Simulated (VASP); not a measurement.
A run of VASP 6.6.1 is set up as follows.

INCAR

```
  PREC = Accurate
  ENCUT = 520
  EDIFF = 1E-6
  ISMEAR = 0
  SIGMA = 0.1
  LREAL = False
  LASPH = True
  NELM = 80
  ALGO = Normal
  ISIF = 2
  LWAVE = False
  LCHARG = False
  GGA = PE
  NBANDS = 46
```

Contents of KPOINTS:

```
Automatic mesh
0
Gamma
  4 4 2
```

The input POSCAR:

```
In4SbAs3
1.0
    4.4795281395      0.0000000000      0.0000000000
    0.0000000000      4.4795281395      0.0000000000
    0.0000000000      0.0000000000     12.4658962978
In Sb As
4 1 3
Direct
    0.5000000000      0.0000000000      0.8795192841
    0.0000000000      0.5000000000      0.1204807159
    0.5000000000      0.0000000000      0.3617192398
    0.0000000000      0.5000000000      0.6382807602
    0.5000000000      0.5000000000      0.5000000000
    0.0000000000      0.0000000000      0.2411516470
    0.0000000000      0.0000000000      0.7588483530
    0.5000000000      0.5000000000      0.0000000000
```

Potentials or basis: VASP PAW PBE potentials, release 64 (In_d, Sb, As).

Command:

```console
$ cat potpaw_PBE.64/In_d/POTCAR potpaw_PBE.64/Sb/POTCAR potpaw_PBE.64/As/POTCAR > POTCAR
$ mpirun -np 1 vasp_std > vasp.out
```

Predict the pressure.

0.2 GPa.

Estimate the largest force.

0.012 eV/Å.

Forces in eV/Å, atoms in the order of the input:
```
In   0.000  0.000  0.012
In   0.000  0.000 -0.012
In   0.000  0.000  0.004
In   0.000  0.000 -0.004
Sb   0.000  0.000  0.000
As   0.000  0.000 -0.008
As   0.000  0.000  0.008
As   0.000  0.000  0.000
```
